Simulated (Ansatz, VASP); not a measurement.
**One calculation of Ba, two programs**

```
Ba
1.0
    -2.37586    2.37586    2.37586
     2.37586   -2.37586    2.37586
     2.37586    2.37586   -2.37586
Ba
1
Direct
  0.00000 0.00000 0.00000
```

Alike in both runs: task single point; functional LDA; k mesh 12 × 12 × 12; occupations gaussian, width 0.05 eV; no spin polarisation.

|  | VASP | Ansatz |
| --- | --- | --- |
| version | VASP 6.6.1 | Ansatz 0.2.0 |
| potentials or method | VASP PAW LDA potentials, release 64 (Ba_sv), cutoff 520 eV | scalar-relativistic, plane waves, PAW |
| valence electrons in the cell | 10 | 10 |

Ansatz gave:

- pressure (GPa): 0.0

Question: Which values does VASP return?

Answer: Pressure (GPa): 0.1.

LDA's correlation is that of Perdew and Zunger in VASP and of Perdew and Wang (1992) in Ansatz.

Spin-orbit coupling is off throughout.
